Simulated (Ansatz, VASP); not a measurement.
## SrAg2B2 in VASP and in Ansatz

Contents of POSCAR:

```
SrAg2B2
1.0
    0.0000000000      4.1049800000      0.0000000000
    4.1049800000      0.0000000000      0.0000000000
    2.0524900000      2.0524900000     -4.9109810000
B Ag Sr
2 2 1
Direct
    0.3890000000      0.3890000000      0.2220000000
    0.6110000000      0.6110000000      0.7780000000
    0.7500000000      0.2500000000      0.5000000000
    0.2500000000      0.7500000000      0.5000000000
    0.0000000000      0.0000000000      0.0000000000
```

The input INCAR.step1:

```
SYSTEM = SrAg2B2
ALGO = Normal
EDIFF = 1E-4
ENCUT = 520
GGA = PE
ISMEAR = 1
LASPH = .True.
LCHARG = .False.
LREAL = .False.
LWAVE = .True.
NBANDS = 27
NELM = 80
PREC = Accurate
SIGMA = 0.2277
```

File INCAR.step2:

```
SYSTEM = SrAg2B2
ALGO = Normal
EDIFF = 1E-6
ENCUT = 520
ISIF = 2
ISMEAR = 1
ISTART = 1
LASPH = .True.
LCHARG = .True.
LELF = .True.
LMIXTAU = .True.
LREAL = .False.
LVHAR = .True.
LWAVE = .False.
METAGGA = R2SCAN
NBANDS = 27
NELM = 80
PREC = Accurate
SIGMA = 0.2277
```

KPOINTS

```
k-points
0
Gamma
  9 9 9
  0 0 0
```

Input for Ansatz:

```yaml
crystal:
  lattice:
    - [0.0, 4.10498, 0.0]
    - [4.10498, 0.0, 0.0]
    - [2.05249, 2.05249, -4.910981]
  atoms:
    - { symbol: B, position: [0.389, 0.389, 0.222] }
    - { symbol: B, position: [0.611, 0.611, 0.778] }
    - { symbol: Ag, position: [0.75, 0.25, 0.5] }
    - { symbol: Ag, position: [0.25, 0.75, 0.5] }
    - { symbol: Sr, position: [0.0, 0.0, 0.0] }
  symmetry: { tolerance: 0.0003 }
kpoints:
  mp_grid: { grid: [9, 9, 9], shift: [0, 0, 0] }
  band_path:
    path:
      - [0.0, 0.0, 0.0]
      - [0.5, 0.5, 0.5]
      - [0.5, 0.5, 0.25]
      - [0.0, 0.5, 0.0]
      - [0.0, 0.0, 0.0]
      - [0.0, 0.0, -0.5]
      - [0.0, 0.41266354, -0.29366823]
      - [0.0, 0.58733646, 0.29366823]
      - [0.0, 0.0, 0.0]
      - [0.5, 0.5, 0.5]
      - [0.41266354, 0.58733646, 0.5]
    npoints: 6
magnetization:
  spin_polarized: false
scf:
  occupations: { method: cold, width: 0.2277 }
  lower_state_search: "off"
  max_iter: 200
hamiltonian:
  pseudopotentials: { kind: paw }
  xc: r2scan
basis:
  ecutwfc: 500
  fft_grid_basis: typed
output:
  forces: true
  stress: true
  eigenvalues: true
  bader: true
  populations: true
  elf: true
  write_potential: true
  volumetric_format: npy
  dos:
    e_range: [-12, 8]
    de: 0.05
    projected: { site_lists: { Ag: [Ag], B: [B], Sr: [Sr] } }
checkpoint:
  read: saved_state
```

Alike in both runs: task single point; functional r2SCAN; k mesh 9 × 9 × 9; no spin polarisation.

```csv
,VASP,Ansatz
version,VASP 6.6.1,Ansatz 0.2.0
potentials or method,"VASP PAW PBE potentials, release 64 (B, Ag, Sr_sv), cutoff 520 eV",PAW plane waves
occupations,"methfessel-paxton of order 1, width 0.2277 eV","cold, width 0.2277 eV"
valence electrons in the cell,38,54
```

|  | VASP | Ansatz | Ansatz less VASP |
| --- | --- | --- | --- |
| pressure (GPa) | -3.3 | -3.3 | -0.08 |
| traceless stress, the component that is largest in VASP (GPa) | -4.68 | -4.70 | -0.022 |
| rms of the force components (eV/Å) | 0.465 | 0.472 | +0.0068 |

VASP's potentials were made for PBE, not for r2SCAN. Atom by atom the forces differ by 0.007 eV/Å (rms over components). VASP's potentials hold 38 valence electrons a cell and Ansatz's 54, so a difference there can come from the potentials and not from the codes.
